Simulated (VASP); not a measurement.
# Si (Fddd) in VASP: a series of runs

Si is run at these levels: PBE; tasks: single point.

Program: VASP 6.6.1. These are calculated values, not measurements. Logs are shortened: lines on timing, memory, paths and dates and some standing lists are left out, and cuts for length are marked.

## (1) The cell of the first run

Symmetry: Fddd, No. 70, orthorhombic system. The conventional cell has a = 5.087 Å, b = 5.360 Å, c = 5.962 Å, α = 90.00°, β = 90.00°, γ = 90.00°. Si (site symmetry 222) has 4 Si at 2.37 Å within 3.1 Å.

## (2) Single point, PBE

The input, INCAR:

```
ALGO = Normal ; EDIFF = 1E-7
ENCUT = 520 ; GGA = PE
ISIF = 2 ; ISMEAR = 0
LASPH = T ; LCHARG = T
LELF = T ; LREAL = F
LVHAR = T ; LWAVE = F
NBANDS = 11 ; NELM = 100
PREC = Accurate ; SIGMA = 0.05
```

The input, KPOINTS:

```
k-points
0
Gamma
  8 8 8
```

The input, POSCAR:

```
Si
1.0
    0.0000000000      2.9808891090      2.5433274050
    2.6800654375      0.0000000000      2.5433274050
    2.6800654375      2.9808891090      0.0000000000
Si
2
Direct
    0.5000000000      0.5000000000      0.5000000000
    0.7500000000      0.7500000000      0.7500000000
```

Potentials or basis: VASP PAW PBE potentials, release 64 (Si).

Started as:

```sh
> cat potpaw_PBE.64/Si/POTCAR > POTCAR
> mpirun -np 1 vasp_std > vasp.out
```

OUTCAR:

```text
EDIFF = 1E-7
   ENCUT = 520
   GGA = PE
   ISIF = 2
   ISMEAR = 0
   LASPH = T
   LREAL = F
   NELM = 100
   PREC = Accurate

 ion  position               nearest neighbor table
   1  0.500  0.500  0.500-   2 2.37   2 2.37   2 2.37   2 2.37
   2  0.750  0.750  0.750-   1 2.37   1 2.37   1 2.37   1 2.37

  LATTYP: Found a face centered orthorhombic cell.
 ALAT       =     5.0866548100
 B/A-ratio  =     1.0537634408
 C/A-ratio  =     1.1720430107

  Lattice vectors:

 A1 = (   2.6800654375,   2.9808891090,   0.0000000000)
 A2 = (   0.0000000000,   2.9808891090,   2.5433274050)
 A3 = (   2.6800654375,   0.0000000000,   2.5433274050)

Analysis of symmetry for initial positions (statically):
=====================================================================
 Subroutine PRICEL returns:
 Original cell was already a primitive cell.

 Routine SETGRP: Setting up the symmetry group for a
 face centered orthorhombic supercell.

 Subroutine GETGRP returns: Found  8 space group operations
 (whereof  4 operations were pure point group operations)
 out of a pool of  8 trial point group operations.

The static configuration has the point symmetry D_2 .
 The point group associated with its full space group is D_2h.

Analysis of symmetry for dynamics (positions and initial velocities):
=====================================================================
 Subroutine PRICEL returns:
 Original cell was already a primitive cell.

 Routine SETGRP: Setting up the symmetry group for a
 face centered orthorhombic supercell.

 Subroutine GETGRP returns: Found  8 space group operations
 (whereof  4 operations were pure point group operations)
 out of a pool of  8 trial point group operations.

The dynamic configuration has the point symmetry D_2 .
 The point group associated with its full space group is D_2h.

 Subroutine INISYM returns: Found  8 space group operations
 (whereof  4 operations are pure point group operations),
 and found     1 'primitive' translations

----------------------------------------------------------------------------------------

                                     Primitive cell

  volume of cell :      40.6372

  direct lattice vectors                    reciprocal lattice vectors
     0.000000000  2.980889109  2.543327405    -0.186562609  0.167735190  0.196592857
     2.680065438  0.000000000  2.543327405     0.186562609 -0.167735190  0.196592857
     2.680065438  2.980889109  0.000000000     0.186562609  0.167735190 -0.196592857

  length of vectors
     3.918445377  3.694761838  4.008547197     0.318731003  0.318731003  0.318731003

  position of ions in fractional coordinates (direct lattice)
     0.500000000  0.500000000  0.500000000
     0.750000000  0.750000000  0.750000000

  ion indices of the primitive-cell ions
   primitive index   ion index
                 1           1
                 2           2

----------------------------------------------------------------------------------------

 KPOINTS: k-points

Automatic generation of k-mesh.
 Grid dimensions read from file:
 generate k-points for:    8    8    8

 Generating k-lattice:

  Cartesian coordinates                     Fractional coordinates (reciprocal lattice)
    -0.023320326  0.020966899  0.024574107     0.125000000  0.000000000 -0.000000000
     0.023320326 -0.020966899  0.024574107     0.000000000  0.125000000  0.000000000
     0.023320326  0.020966899 -0.024574107    -0.000000000  0.000000000  0.125000000

  Length of vectors
     0.039841375  0.039841375  0.039841375

  Shift w.r.t. Gamma in fractional coordinates (k-lattice)
     0.000000000  0.000000000  0.000000000

 Subroutine IBZKPT returns following result:
 ===========================================

 Found     95 irreducible k-points:

 Following reciprocal coordinates:
            Coordinates               Weight
  0.000000  0.000000  0.000000      1.000000
  0.125000 -0.000000  0.000000      8.000000
  0.250000 -0.000000  0.000000      8.000000
  0.375000 -0.000000  0.000000      8.000000
  0.500000 -0.000000  0.000000      4.000000
  0.125000  0.125000  0.000000      2.000000
[... 16 lines left out ...]
  0.250000 -0.000000  0.125000      8.000000
  0.375000  0.000000  0.125000      8.000000
 [... further k-points ...]
   k-points           NKPTS =     95   k-points in BZ     NKDIM =     95   number of bands    NBANDS=     11
   number of dos      NEDOS =    301   number of ions     NIONS =      2
   total plane-waves  NPLWV =  25200
   dimension x,y,z NGX =    30 NGY =   28 NGZ =   30
   dimension x,y,z NGXF=    60 NGYF=   56 NGZF=   60
   ions per type =               2
   NGX,Y,Z   is equivalent  to a cutoff of  12.73, 12.60, 12.44 a.u.
   NGXF,Y,Z  is equivalent  to a cutoff of  25.46, 25.20, 24.88 a.u.
 SYSTEM =  unknown system
   PREC   = accura    normal or accurate (medium, high low for compatibility)
   ISTART =      0    job   : 0-new  1-cont  2-samecut
   ICHARG =      2    charge: 1-file 2-atom 10-const
   ISPIN  =      1    spin polarized calculation?
   LNONCOLLINEAR =      F non collinear calculations
   LSORBIT =      F    spin-orbit coupling
   LASPH  =      T    aspherical Exc in radial PAW
   ENCUT  =  520.0 eV  38.22 Ry    6.18 a.u.   7.29  6.87  7.45*2*pi/ulx,y,z
   NELM   =    100;   NELMIN=  2; NELMDL= -5     # of ELM steps
   EDIFF  = 0.1E-06   stopping-criterion for ELM
   LREAL  =      F    real-space projection
   EDIFFG = 0.1E-05   stopping-criterion for IOM
   NSW    =      0    number of steps for IOM
   IBRION =     -1    ionic relax: 0-MD 1-quasi-New 2-CG
   NFREE  =      0    steps in history (QN), initial steepest desc. (CG)
   ISIF   =      2    stress and relaxation
   ISYM   =      2    0-nonsym 1-usesym 2-fastsym
   POTIM  = 0.5000    time-step for ionic-motion
   TEBEG  =    0.0;   TEEND  =   0.0 temperature during run
   PSTRESS=    0.0 pullay stress
   NELECT =       8.0000    total number of electrons
   NUPDOWN=      -1.0000    fix difference up-down
   EMIN   =  10.00;   EMAX   =-10.00  energy-range for DOS
   EFERMI =   0.00;   METHOD = LEGACY
   ISMEAR =     0;   SIGMA  =   0.05  broadening in eV -4-tet -1-fermi 0-gaus
   EFERMI_NEDOS =   21; number of points for ismear=-14 and -15
   IALGO  =     38    algorithm
   IMIX   =      4    mixing-type and parameters
     AMIX     =   0.40;   BMIX     =  1.00
     AMIX_MAG =   1.60;   BMIX_MAG =  1.00
  volume/ion in A,a.u.               =      20.32       137.12
  Fermi-wavevector in a.u.,A,eV,Ry     =   0.952351  1.799682 12.340107  0.906972
  Thomas-Fermi vector in A             =   2.080906
   LORBIT       =      0    0 simple, 1 ext, 2 COOP (PROOUT), +10 PAW based schemes
   GGA     = PE    functional components
   LHFCALC =     F    Hartree Fock is set to
   AEXX    =    0.0000 exact exchange contribution
   IVDW    =     0    specifies the selected vdW correction
   LEPSILON=     F    determine dielectric tensor
   LRPA    =     F    only Hartree local field effects (RPA)
 non-spin polarized calculation
 Gauss-broadening in eV      SIGMA  =   0.05
  energy-cutoff  :      520.00
  volume of cell :       40.64
 maximum number of plane-waves:      1106
 NGX is ok and might be reduce to    30
   NGX = 15   NGY = 13   NGZ = 15

 number of electron       8.0000000 magnetization

 Free energy of the ion-electron system (eV)
  ---------------------------------------------------
  ext. energy  EPLUGINS =         0.00000000
  ---------------------------------------------------
  free energy    TOTEN  =       -10.67482356 eV

  energy without entropy =      -10.67442629  energy(sigma->0) =      -10.67462493

 E-fermi :   5.9457     XC(G=0):  -9.3768

 val. band max:        5.9436969214   @ k =   0.0000   0.0000   0.0000
 cond. band min:       6.0919293007   @ k =   0.5000   0.3750   0.0000
 fundamental gap:      0.1482323793
 Fermi energy:         5.9457481832

 k-point     1 :       0.0000    0.0000    0.0000
  band No.  band energies     occupation
      1      -6.1551      2.00000
      2       4.9997      2.00000
      3       5.9437      1.04627
      4       6.2017      0.00000
      5       8.0911      0.00000
      6       8.3008      0.00000
      7       8.5605      0.00000
      8       8.6567      0.00000
      9      12.2247      0.00000
     10      13.6127      0.00000
     11      14.6364      0.00000

 k-point     2 :       0.1250   -0.0000    0.0000
  band No.  band energies     occupation
      1      -5.9515      2.00000
      2       3.9951      2.00000
      3       5.1222      2.00000
      4       5.8611      1.98329
      5       7.9102      0.00000
      6       8.6391      0.00000
      7       8.9783      0.00000
      8      10.0169      0.00000
      9      12.1205      0.00000
     10      13.8689      0.00000
     11      14.3992      0.00000

 k-point     3 :       0.2500   -0.0000    0.0000
  band No.  band energies     occupation
      1      -5.3577      2.00000
      2       1.8064      2.00000
      3       4.4410      2.00000
      4       5.5101      2.00000
      5       7.2635      0.00000
      6       9.2325      0.00000
      7       9.4583      0.00000
      8      11.8327      0.00000
      9      13.1372      0.00000
     10      13.2731      0.00000
     11      15.0464      0.00000

 k-point     4 :       0.3750   -0.0000    0.0000
  band No.  band energies     occupation
      1      -4.4670      2.00000
      2      -0.1773      2.00000
      3       4.0031      2.00000
      4       5.2906      2.00000
      5       6.7665      0.00000
      6       9.1143      0.00000
      7       9.7808      0.00000
      8      13.5979      0.00000
      9      13.7573      0.00000
     10      14.3194      0.00000
     11      16.0071      0.00000
[... 239 lines left out ...]
 k-point    22 :       0.1250    0.0000    0.1250
  band No.  band energies     occupation
      1      -5.9234      2.00000
      2       3.6590      2.00000
      3       5.2685      2.00000
      4       5.4426      2.00000
      5       8.2503      0.00000
      6       9.0944      0.00000
      7       9.4315      0.00000
      8       9.8867      0.00000
      9      10.8669      0.00000
     10      14.4526      0.00000
     11      14.7895      0.00000

 k-point    23 :       0.2500   -0.0000    0.1250
  band No.  band energies     occupation
      1      -5.4942      2.00000
      2       2.2465      2.00000
      3       4.3340      2.00000
      4       4.9487      2.00000
      5       8.4785      0.00000
      6       9.0049      0.00000
      7      10.1517      0.00000
      8      10.4179      0.00000
      9      12.2170      0.00000
     10      14.5078      0.00000
     11      15.6473      0.00000

 k-point    24 :       0.3750    0.0000    0.1250
  band No.  band energies     occupation
      1      -4.7090      2.00000
      2       0.4799      2.00000
      3       3.3516      2.00000
      4       4.7695      2.00000
      5       8.4329      0.00000
      6       8.6031      0.00000
      7      10.5486      0.00000
      8      11.9407      0.00000
      9      14.3911      0.00000
     10      14.7919      0.00000
     11      15.6287      0.00000

 [... further k-points ...]
[... 5 lines left out ...]
  --------------------------------------------------------------------------------------
  -------------------------------------------------------------------------------------
  Total        0.9216029     -2.5154606      1.5339506      0.0000000      0.0000000      0.0000000
  in kB       36.3354806    -99.1755503     60.4781455      0.0000000      0.0000000      0.0000000
  external PRESSURE =      -0.7873081 kB  Pullay stress =       0.0000000 kB

 VOLUME and BASIS-vectors are now :
 -----------------------------------------------------------------------------
  energy-cutoff  :      520.00
  volume of cell :       40.64
      direct lattice vectors                 reciprocal lattice vectors
     0.000000000  2.980889109  2.543327405    -0.186562609  0.167735190  0.196592857
     2.680065438  0.000000000  2.543327405     0.186562609 -0.167735190  0.196592857
     2.680065438  2.980889109  0.000000000     0.186562609  0.167735190 -0.196592857

 POSITION                                       TOTAL-FORCE (eV/Angst)
 -----------------------------------------------------------------------------------
      2.68007      2.98089      2.54333         0.000000      0.000000      0.000000
      4.02010      4.47133      3.81499        -0.000000      0.000000     -0.000000
 -----------------------------------------------------------------------------------
    total drift:                                0.000000     -0.000000     -0.000000

  FREE ENERGIE OF THE ION-ELECTRON SYSTEM (eV)
  ---------------------------------------------------
  free  energy   TOTEN  =       -10.6748235612 eV

  energy  without entropy=      -10.6744262890  energy(sigma->0) =      -10.67462493
```

Run time: 24 s. Hardware: 1 thread of Intel Xeon Platinum 8488C (Sapphire Rapids), shared host; peak memory 0.17 GiB.

Results:

- Free energy: -10.6748 eV
- Pressure: -0.1 GPa
- Band gap on the k mesh: zero (band 4 reaches 6.20 eV, above the bottom of band 5 at 5.74 eV)

Stress tensor (GPa, compression positive):
```
 3.63  0.00  0.00
 0.00 -9.92  0.00
 0.00  0.00  6.05
```

Caveat: the cell differs from its parent crystal (strain +e along x and -e along y -0.0550, strain +e along z and -e/2 along x and y -0.0700).

## (3) Single point, PBE

The input, INCAR:

```
ALGO = Normal
EDIFF = 1E-6
ENCUT = 520
GGA = PE
ISIF = 2
ISMEAR = 0
LASPH = True
LCHARG = False
LREAL = False
LWAVE = False
NBANDS = 11
NELM = 100
PREC = Accurate
SIGMA = 0.05
```

KPOINTS is that of step 2.

The input, POSCAR:

```
Si
1.0
    0.0000000000      2.9091016420      2.6869023391
    2.6082779704      0.0000000000      2.6869023391
    2.6082779704      2.9091016420      0.0000000000
Si
2
Direct
    0.5000000000      0.5000000000      0.5000000000
    0.7500000000      0.7500000000      0.7500000000
```

Potentials or basis: VASP PAW PBE potentials, release 64 (Si).

Started as:

```sh
> cat potpaw_PBE.64/Si/POTCAR > POTCAR
> mpirun -np 1 vasp_std > vasp.out
```

It took 44 s on 1 thread of AMD EPYC 7R43 (Zen 3), shared host; peak memory 0.14 GiB.

It converged, with:

- Free energy: -10.7623 eV
- Pressure: 0.0 GPa
- Band gap on the k mesh: zero (band 4 reaches 5.99 eV, above the bottom of band 5 at 5.90 eV)

Stress tensor (GPa, compression positive):
```
 4.28  0.00  0.00
 0.00 -6.89  0.00
 0.00  0.00  2.52
```

Levels at points of the mesh, in eV from the Fermi level:
| k point | band 1 | band 2 | band 3 | band 4 | band 5 | band 6 | band 7 | band 8 |
| --- | --- | --- | --- | --- | --- | --- | --- | --- |
| (0.00, 0.00, 0.00) | -12.08 | -0.73 | -0.08 | 0.09 | 2.18 | 2.30 | 2.58 | 2.76 |
| (0.50, 0.00, 0.00) | -9.78 | -7.13 | -1.90 | -0.94 | 0.90 | 3.04 | 3.55 | 7.55 |
| (0.50, 0.50, 0.00) | -7.89 | -7.89 | -3.14 | -3.14 | 0.39 | 0.39 | 8.72 | 8.72 |
| (0.50, 0.00, 0.50) | -8.36 | -8.36 | -2.55 | -2.55 | 1.01 | 1.01 | 9.60 | 9.60 |
| (0.00, 0.50, 0.50) | -7.73 | -7.73 | -3.36 | -3.36 | 0.15 | 0.15 | 9.02 | 9.02 |

Caveat: the cell differs from its parent crystal (strain +e along x and -e along y -0.0550, strain +e along z and -e/2 along x and y -0.0175).

## (4) Single point, PBE

The input, INCAR:

```
SYSTEM = Si
PREC = Accurate
ENCUT = 520
EDIFF = 1E-7
ISMEAR = 0
SIGMA = 0.05
LREAL = .False.
LASPH = .True.
NELM = 80
ALGO = Normal
ISIF = 2
LWAVE = .False.
LCHARG = .False.
GGA = PE
NBANDS = 11
```

The input, KPOINTS:

```
regular mesh
0
Gamma
  8 8 8
  0 0 0
```

The input, POSCAR:

```
Si
1.0
    0.0000000000      3.0595134777      2.6869023391
    2.4578661346      0.0000000000      2.6869023391
    2.4578661346      3.0595134777      0.0000000000
Si
2
Direct
    0.5000000000      0.5000000000      0.5000000000
    0.7500000000      0.7500000000      0.7500000000
```

Started as:

```sh
> cat potpaw_PBE.64/Si/POTCAR > POTCAR
> mpirun -np 1 vasp_std > vasp.out
```

Wall time 54 s (1 thread of AMD EPYC 7R43 (Zen 3), shared host); peak memory 0.13 GiB.

The run converged. Its results:

| Property | Result |
| --- | --- |
| Free energy | -10.5453 eV |
| Pressure | -0.3 GPa |
| Band gap on the k mesh | zero (band 4 reaches 6.48 eV, above the bottom of band 5 at 5.52 eV) |

Stress tensor (GPa, compression positive):
```
  7.11   0.00   0.00
  0.00 -12.96   0.00
  0.00   0.00   4.86
```

Levels at points of the mesh, in eV from the Fermi level:
```csv
k point,band 2,band 3,band 4,band 5,band 6,band 7
"(0.00, 0.00, 0.00)",-1.26,0.02,0.41,2.05,2.31,2.41
"(0.50, 0.00, 0.00)",-7.21,-2.38,-0.55,0.26,2.98,4.26
"(0.50, 0.50, 0.00)",-7.96,-3.10,-3.10,0.40,0.40,7.40
"(0.50, 0.00, 0.50)",-8.74,-2.14,-2.14,1.42,1.42,8.98
"(0.00, 0.50, 0.50)",-7.47,-3.79,-3.79,-0.30,-0.30,8.33
```

Caveat: the cell differs from its parent crystal (strain +e along x and -e along y -0.1100, strain +e along z and -e/2 along x and y -0.0175).

## (5) Single point, PBE

The input, INCAR:

```
ALGO = Normal
EDIFF = 1E-6
ENCUT = 520
GGA = PE
ISIF = 2
ISMEAR = 0
LASPH = True
LCHARG = False
LREAL = False
LWAVE = False
NBANDS = 11
NELM = 80
PREC = Accurate
SIGMA = 0.05
```

The input, KPOINTS:

```
k-points
0
Gamma
  8 8 8
```

The input, POSCAR:

```
Si
1.0
    0.0000000000      2.8578248798      2.6390440277
    2.7074130440      0.0000000000      2.6390440277
    2.7074130440      2.8578248798      0.0000000000
Si
2
Direct
    0.5000000000      0.5000000000      0.5000000000
    0.7500000000      0.7500000000      0.7500000000
```

Started as:

```sh
> cat potpaw_PBE.64/Si/POTCAR > POTCAR
> mpirun -np 1 vasp_std > vasp.out
```

Run time: 47 s. Hardware: 1 thread of AMD EPYC 7R43 (Zen 3), shared host; peak memory 0.14 GiB.

It converged, with:

```
Free energy            : -10.8036 eV
Pressure               : 0.0 GPa
Band gap on the k mesh : 0.10 eV, indirect (least direct gap 2.13 eV)
```

Stress tensor (GPa, compression positive):
```
 1.38  0.00  0.00
 0.00 -4.74  0.00
 0.00  0.00  3.28
```

Levels at points of the mesh, in eV from the valence-band top:
```csv
k point,band 1,band 2,band 3,band 4,band 5,band 6,band 7,band 8
"(0.00, 0.00, 0.00)",-12.07,-0.58,-0.15,0.00,2.20,2.30,2.49,2.83
"(0.50, 0.00, 0.00)",-9.78,-7.12,-1.76,-1.08,1.05,2.99,3.42,7.50
"(0.50, 0.50, 0.00)",-7.79,-7.79,-3.29,-3.29,0.24,0.24,9.30,9.30
"(0.50, 0.00, 0.50)",-8.25,-8.25,-2.70,-2.70,0.86,0.86,9.63,9.63
"(0.00, 0.50, 0.50)",-7.94,-7.94,-3.10,-3.10,0.44,0.44,9.07,9.07
```

Caveat: the cell differs from its parent crystal (strain +e along x and -e along y -0.0275, strain +e along z and -e/2 along x and y -0.0350).

## (6) Overview

| cell | gap on the mesh (eV) | pressure (GPa) |
| --- | --- | --- |
| a = 3.918, b = 3.695, c = 4.009 Å, angles 61.0, 55.5, 63.5°, 2 atoms | none | -0.1 |
| a = 3.960, b = 3.745, c = 3.907 Å, angles 62.3, 56.8, 60.9°, 2 atoms | none | 0.0 |
| a = 4.072, b = 3.642, c = 3.925 Å, angles 65.0, 54.1, 60.9°, 2 atoms | none | -0.3 |
| a = 3.890, b = 3.781, c = 3.937 Å, angles 60.5, 57.8, 61.7°, 2 atoms | 0.10 | 0.0 |

Alike in all rows: task single point; level PBE; potentials or basis VASP PAW PBE potentials, release 64 (Si); no spin polarisation; k mesh 8 × 8 × 8; cutoff (eV) 520; smearing gaussian 0.05 eV.

Absolute energies hang on the potentials; compare differences alone.
